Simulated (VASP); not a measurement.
# ZnSe (F-43m) in VASP: single point with LDA

Aim: the single point of ZnSe with LDA.

Everything below comes from runs of VASP 6.6.1. Logs are shortened: lines on timing, memory, paths and dates and some standing lists are left out, and cuts for length are marked.

## (1) The cell of the first run

The structure is cubic, space group F-43m (No. 216). Conventional cell: a = 5.668 Å, b = 5.668 Å, c = 5.668 Å, α = 90.00°, β = 90.00°, γ = 90.00°. Zn (site symmetry -43m) has 4 Se at 2.45 Å within 3.2 Å. Within 3.2 Å of Se (site symmetry -43m) lie 4 Zn at 2.45 Å.

## (2) Single point, LDA

Input file INCAR:

```
PREC = Accurate
ENCUT = 500
EDIFF = 1E-6
ISMEAR = 0
SIGMA = 0.01
LREAL = False
LASPH = True
NELM = 120
ALGO = Normal
ISIF = 2
LWAVE = False
LCHARG = False
NBANDS = 16
GGA_COMPAT = False
```

Input file KPOINTS:

```
regular mesh
0
Gamma
  6 6 6
```

Input file POSCAR:

```
ZnSe
1.0
    0.0000000000      2.8338000000      2.8338000000
    2.8338000000      0.0000000000      2.8338000000
    2.8338000000      2.8338000000      0.0000000000
Zn Se
1 1
Direct
    0.0000000000      0.0000000000      0.0000000000
    0.7500000000      0.7500000000      0.7500000000
```

Potentials or basis: VASP PAW LDA potentials, release 64 (Zn, Se).

The run is started by

```
cat potpaw_LDA.64/Zn/POTCAR potpaw_LDA.64/Se/POTCAR > POTCAR
mpirun -np 1 vasp_std > vasp.out
```

OUTCAR:

```text
PREC = Accurate
   ENCUT = 500
   EDIFF = 1E-6
   ISMEAR = 0
   LREAL = False
   LASPH = True
   NELM = 120
   ISIF = 2

 ion  position               nearest neighbor table
   1  0.000  0.000  0.000-   2 2.45   2 2.45   2 2.45   2 2.45
   2  0.750  0.750  0.750-   1 2.45   1 2.45   1 2.45   1 2.45

  LATTYP: Found a face centered cubic cell.
 ALAT       =     5.6676000000

  Lattice vectors:

 A1 = (   0.0000000000,   2.8338000000,   2.8338000000)
 A2 = (   2.8338000000,   0.0000000000,   2.8338000000)
 A3 = (   2.8338000000,   2.8338000000,   0.0000000000)

Analysis of symmetry for initial positions (statically):
=====================================================================
 Subroutine PRICEL returns:
 Original cell was already a primitive cell.

 Routine SETGRP: Setting up the symmetry group for a
 face centered cubic supercell.

 Subroutine GETGRP returns: Found 24 space group operations
 (whereof 24 operations were pure point group operations)
 out of a pool of 48 trial point group operations.

The static configuration has the point symmetry T_d .

Analysis of symmetry for dynamics (positions and initial velocities):
=====================================================================
 Subroutine PRICEL returns:
 Original cell was already a primitive cell.

 Routine SETGRP: Setting up the symmetry group for a
 face centered cubic supercell.

 Subroutine GETGRP returns: Found 24 space group operations
 (whereof 24 operations were pure point group operations)
 out of a pool of 48 trial point group operations.

The dynamic configuration has the point symmetry T_d .

 Subroutine INISYM returns: Found 24 space group operations
 (whereof 24 operations are pure point group operations),
 and found     1 'primitive' translations

----------------------------------------------------------------------------------------

                                     Primitive cell

  volume of cell :      45.5132

  direct lattice vectors                    reciprocal lattice vectors
     0.000000000  2.833800000  2.833800000    -0.176441527  0.176441527  0.176441527
     2.833800000  0.000000000  2.833800000     0.176441527 -0.176441527  0.176441527
     2.833800000  2.833800000  0.000000000     0.176441527  0.176441527 -0.176441527

  length of vectors
     4.007598393  4.007598393  4.007598393     0.305605690  0.305605690  0.305605690

[... 69 lines left out ...]
   ENCUT  =  500.0 eV  36.75 Ry    6.06 a.u.   7.31  7.31  7.31*2*pi/ulx,y,z
   NELM   =    120;   NELMIN=  2; NELMDL= -5     # of ELM steps
   EDIFF  = 0.1E-05   stopping-criterion for ELM
   LREAL  =      F    real-space projection
   EDIFFG = 0.1E-04   stopping-criterion for IOM
   NSW    =      0    number of steps for IOM
   IBRION =     -1    ionic relax: 0-MD 1-quasi-New 2-CG
   NFREE  =      0    steps in history (QN), initial steepest desc. (CG)
   ISIF   =      2    stress and relaxation
   ISYM   =      2    0-nonsym 1-usesym 2-fastsym
   POTIM  = 0.5000    time-step for ionic-motion
   TEBEG  =    0.0;   TEEND  =   0.0 temperature during run
   PSTRESS=    0.0 pullay stress
   NELECT =      18.0000    total number of electrons
   NUPDOWN=      -1.0000    fix difference up-down
   EMIN   =  10.00;   EMAX   =-10.00  energy-range for DOS
   EFERMI =   0.00;   METHOD = LEGACY
   ISMEAR =     0;   SIGMA  =   0.01  broadening in eV -4-tet -1-fermi 0-gaus
   EFERMI_NEDOS =   21; number of points for ismear=-14 and -15
   IALGO  =     38    algorithm
   IMIX   =      4    mixing-type and parameters
     AMIX     =   0.40;   BMIX     =  1.00
     AMIX_MAG =   1.60;   BMIX_MAG =  1.00
  volume/ion in A,a.u.               =      22.76       153.57
  Fermi-wavevector in a.u.,A,eV,Ry     =   1.201673  2.270834 19.647073  1.444019
  Thomas-Fermi vector in A             =   2.337476
   LORBIT       =      0    0 simple, 1 ext, 2 COOP (PROOUT), +10 PAW based schemes
   GGA     = CA    functional components
   LHFCALC =     F    Hartree Fock is set to
   AEXX    =    0.0000 exact exchange contribution
   IVDW    =     0    specifies the selected vdW correction
   LEPSILON=     F    determine dielectric tensor
   LRPA    =     F    only Hartree local field effects (RPA)
 non-spin polarized calculation
 Gauss-broadening in eV      SIGMA  =   0.01
  energy-cutoff  :      500.00
  volume of cell :       45.51
 maximum number of plane-waves:      1173
 NGX is ok and might be reduce to    30
   NGX = 15   NGY = 15   NGZ = 15

 number of electron      18.0000011 magnetization

 Free energy of the ion-electron system (eV)
  ---------------------------------------------------
  ext. energy  EPLUGINS =         0.00000000
  ---------------------------------------------------
  free energy    TOTEN  =        -7.34431221 eV

  energy without entropy =       -7.34431221  energy(sigma->0) =       -7.34431221

 E-fermi :   1.5597     XC(G=0):  -9.6979

 val. band max:        1.5114637890   @ k =   0.0000   0.0000   0.0000
 cond. band min:       2.5775251647   @ k =   0.0000   0.0000   0.0000
 fundamental gap:      1.0660613757
 Fermi energy:         1.5597484225

 k-point     1 :       0.0000    0.0000    0.0000
  band No.  band energies     occupation
      1     -11.7779      2.00000
      2      -5.1692      2.00000
      3      -5.1692      2.00000
      4      -5.1692      2.00000
      5      -4.8104      2.00000
      6      -4.8104      2.00000
[... 281 lines left out ...]
      3      -4.9600      2.00000
      4      -4.8873      2.00000
      5      -4.7960      2.00000
      6      -4.5365      2.00000
[... 8 lines left out ...]
     15      15.2268      0.00000
     16      15.5357      0.00000

------------------------ aborting loop because EDIFF is reached ----------------------------------------

  FORCE on cell =-STRESS in cart. coord.  units (eV):
  Direction    XX          YY          ZZ          XY          YZ          ZX
  --------------------------------------------------------------------------------------
  -------------------------------------------------------------------------------------
  Total       -0.8732897     -0.8732897     -0.8732897      0.0000000      0.0000000      0.0000000
  in kB      -30.7419458    -30.7419458    -30.7419458      0.0000000      0.0000000      0.0000000
  external PRESSURE =     -30.7419458 kB  Pullay stress =       0.0000000 kB

 VOLUME and BASIS-vectors are now :
 -----------------------------------------------------------------------------
  energy-cutoff  :      500.00
  volume of cell :       45.51
      direct lattice vectors                 reciprocal lattice vectors
     0.000000000  2.833800000  2.833800000    -0.176441527  0.176441527  0.176441527
     2.833800000  0.000000000  2.833800000     0.176441527 -0.176441527  0.176441527
     2.833800000  2.833800000  0.000000000     0.176441527  0.176441527 -0.176441527

 POSITION                                       TOTAL-FORCE (eV/Angst)
 -----------------------------------------------------------------------------------
      0.00000      0.00000      0.00000         0.000000      0.000000     -0.000000
      4.25070      4.25070      4.25070        -0.000000     -0.000000      0.000000
 -----------------------------------------------------------------------------------
    total drift:                                0.000001      0.000001      0.000001

  FREE ENERGIE OF THE ION-ELECTRON SYSTEM (eV)
  ---------------------------------------------------
  free  energy   TOTEN  =        -7.3443122074 eV

  energy  without entropy=       -7.3443122074  energy(sigma->0) =       -7.34431221
```

stdout:

```text
POSCAR found type information on POSCAR ZnSe
 POSCAR found :  2 types and       2 ions
 scaLAPACK will be used
 LDA part: xc-table for (Slater(with rela. corr.)+CA(PZ))
 , standard interpolation
 POSCAR, INCAR and KPOINTS ok, starting setup
 FFT: planning ... GRIDC
 FFT: planning ... GRID_SOFT
 FFT: planning ... GRID
 WAVECAR not read
 entering main loop
```

It took 18 s on 1 thread of AMD EPYC 7R13, shared host; peak memory 0.12 GiB.

What came out:

| Item | Value |
| --- | --- |
| Free energy | -7.3443 eV |
| Pressure | -3.1 GPa |
| Band gap on the k mesh | 1.07 eV |

Caveat: the cell stands under tension. A hybrid or GW would open this gap; LDA tends to underestimate it.
